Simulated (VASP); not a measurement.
TiO2: single point with LDA

Crystal: TiO2.

```
Ti O
1.0
     4.59400    0.02297    0.02297
     0.02297    4.59400    0.02297
     0.01480    0.01480    2.95900
Ti O
2 4
Direct
  0.00000 0.00000 0.00000
  0.50000 0.50000 0.50000
  0.30600 0.30600 0.00000
  0.19400 0.80600 0.50000
  0.69400 0.69400 0.00000
  0.80600 0.19400 0.50000
```

This cell differs from its parent crystal: equal xy, yz and zx shear strains of +1 %.

* Program: VASP 6.6.1
* Task: single point
* Functional: LDA
* Potentials or basis: VASP PAW LDA potentials, release 64 (Ti_sv, O)
* Cutoff: 520 eV
* k mesh: 7 × 7 × 10
* Occupations: fermi-dirac, width 0.05 eV
* Spin: no spin polarisation
* Dipole correction: no
* Further INCAR settings: ALGO = Normal; EDIFF = 1e-07; NBANDS = 33

The pressure is -6.7 GPa and the largest force is 0.177 eV/Å. The band gap on the k mesh is 1.82 eV.

Forces in eV/Å, atoms in the order of the input:
```
Ti   0.000  0.000  0.000
Ti   0.000  0.000  0.000
O   -0.104 -0.104  0.099
O    0.086 -0.086  0.000
O    0.104  0.104 -0.099
O   -0.086  0.086  0.000
```

Stress tensor (GPa, compression positive):
```
-5.74 -2.18 -1.43
-2.18 -5.74 -1.43
-1.43 -1.43 -8.51
```

Levels at points of the mesh, in eV from the valence-band top:
```csv
k point,band 21,band 22,band 23,band 24,band 25,band 26,band 27,band 28
"(0.00, 0.00, 0.00)",-0.69,-0.44,-0.41,0.00,1.82,2.14,2.37,2.43
"(0.00, 0.00, 0.50)",-2.44,-2.37,-1.48,-1.38,2.89,2.95,3.07,3.14
```

It took 2 min on 1 thread of Intel(R) Xeon(R) 6975P-C (Granite Rapids) (shared host), peak memory 0.32 GiB.

Caveat: the cell differs from its parent crystal (equal xy, yz and zx shear strains of +1 %); the cell stands under tension. A k mesh can miss the band edges.
